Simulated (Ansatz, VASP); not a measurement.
**Two plane-wave programs on AlP**

POSCAR

```
AlP
1.0
    0.0000000000      2.7534771380      2.7534771380
    2.7534771380      0.0000000000      2.7534771380
    2.7534771380      2.7534771380      0.0000000000
Al P
1 1
Direct
    0.0000000000      0.0000000000      0.0000000000
    0.2500000000      0.2500000000      0.2500000000
```

The input INCAR.step1:

```
SYSTEM = AlP
PREC     = Accurate       ! precision mode
ENCUT    = 550            ! plane-wave cutoff, eV
ISMEAR   = 0              ! smearing method
SIGMA    = 0.02           ! smearing width, eV
LREAL    = .FALSE.        ! projectors in reciprocal space
LASPH    = .TRUE.         ! aspherical terms in the spheres
NELM     = 120            ! most SCF steps
NBANDS   = 11             ! bands
GGA      = PE             ! functional
ALGO     = Normal         ! electronic algorithm
EDIFF    = 1E-5           ! SCF threshold, eV
LWAVE    = .TRUE.         ! write WAVECAR
LCHARG   = .FALSE.        ! write CHGCAR
GGA_COMPAT= .FALSE.
```

INCAR.step2

```
SYSTEM = AlP
PREC     = Accurate       ! precision mode
ENCUT    = 550            ! plane-wave cutoff, eV
EDIFF    = 1E-6           ! SCF threshold, eV
ISMEAR   = 0              ! smearing method
SIGMA    = 0.02           ! smearing width, eV
LREAL    = .FALSE.        ! projectors in reciprocal space
LASPH    = .TRUE.         ! aspherical terms in the spheres
NELM     = 120            ! most SCF steps
ALGO     = Normal         ! electronic algorithm
ISIF     = 2              ! what is computed and relaxed
LWAVE    = .FALSE.        ! write WAVECAR
LCHARG   = .FALSE.        ! write CHGCAR
METAGGA  = R2SCAN         ! meta-GGA
LMIXTAU  = .TRUE.       
NBANDS   = 11             ! bands
ISTART   = 1            
GGA_COMPAT= .FALSE.
```

The input KPOINTS:

```
regular mesh
0
G
  8 8 8
  0 0 0
```

Input for Ansatz:

```yaml
crystal:
  lattice:
    - [0.0, 2.7534771381, 2.7534771381]
    - [2.7534771381, 0.0, 2.7534771381]
    - [2.7534771381, 2.7534771381, 0.0]
  atoms:
    - { symbol: Al, position: [0.0, 0.0, 0.0] }
    - { symbol: P, position: [0.25, 0.25, 0.25] }
basis:
  ecutwfc: 500
kpoints:
  mp_grid: { grid: [8, 8, 8] }
  band_path:
    path:
      - [[0.0, 0.0, 0.0], [-0.5, -0.5, 0.0], [-0.375, -0.375, 0.25]]
      - [[-0.375, 0.0, 0.375], [0.0, 0.0, 0.0], [0.0, 0.0, 0.5], [-0.5, -0.25, 0.25], [-0.5, -0.5, 0.0]]
    npoints: 10
hamiltonian:
  xc: r2scan
  pseudopotentials: { kind: paw, azcp: { folder: soft_1 } }
scf:
  occupations: { method: gaussian, width: 0.02 }
  n_extra_bands: 7
output:
  forces: true
  stress: true
  eigenvalues: true
  write_density: true
  write_potential: true
  elf: true
  volumetric_format: npy
```

Alike in both runs: task single point; functional r2SCAN; k mesh 8 × 8 × 8; occupations gaussian, width 0.02 eV; no spin polarisation.

|  | VASP | Ansatz |
| --- | --- | --- |
| version | VASP 6.6.1 | Ansatz 0.2.0 |
| potentials or method | VASP PAW PBE potentials, release 64 (Al, P), cutoff 550 eV | scalar-relativistic, plane waves, PAW |
| valence electrons in the cell | 8 | 8 |

Ansatz gave:

- gap on the k mesh at the Fermi level (eV): 1.95
- least direct gap on the mesh (eV): 3.76
- pressure (GPa): -1.4

Task: Which values does VASP return?

Result: gap on the k mesh at the Fermi level (eV): 1.96; least direct gap on the mesh (eV): 3.77; pressure (GPa): -1.6.

VASP's potentials were made for PBE, not for r2SCAN. The functional is the same, so the differences come from potentials, cutoffs and numerics.
